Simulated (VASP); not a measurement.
Crystal: As.

```
As
1.0
     1.89022    1.09132    3.36931
    -1.89022    1.09132    3.36931
     0.00000   -2.18264    3.36931
As
2
Direct
  0.23022 0.23022 0.23022
  0.76978 0.76978 0.76978
```

Base run:

```yaml
Program: VASP 6.6.1
Functional: PBEsol
Potentials_or_basis: VASP PAW PBE potentials, release 64 (As)
Cutoff: 520 eV
k_mesh: 10 × 10 × 10
Occupations: fermi-dirac, width 0.05 eV
Spin: no spin polarisation
```

Its results: band gap on the k mesh zero (bands 5 and 6 overlap by 0.26 eV); pressure 0.4 GPa; largest force 0.036 eV/Å.

**Question.** The run is repeated on the same cell with these changes: functional from PBEsol to r2SCAN. What comes out?

**Answer.** Band gap on the k mesh zero (bands 5 and 6 overlap by 0.25 eV); pressure 1.7 GPa; largest force 0.213 eV/Å.

Caveats: the PAW data sets were made with another functional, which shifts forces and pressure a little.
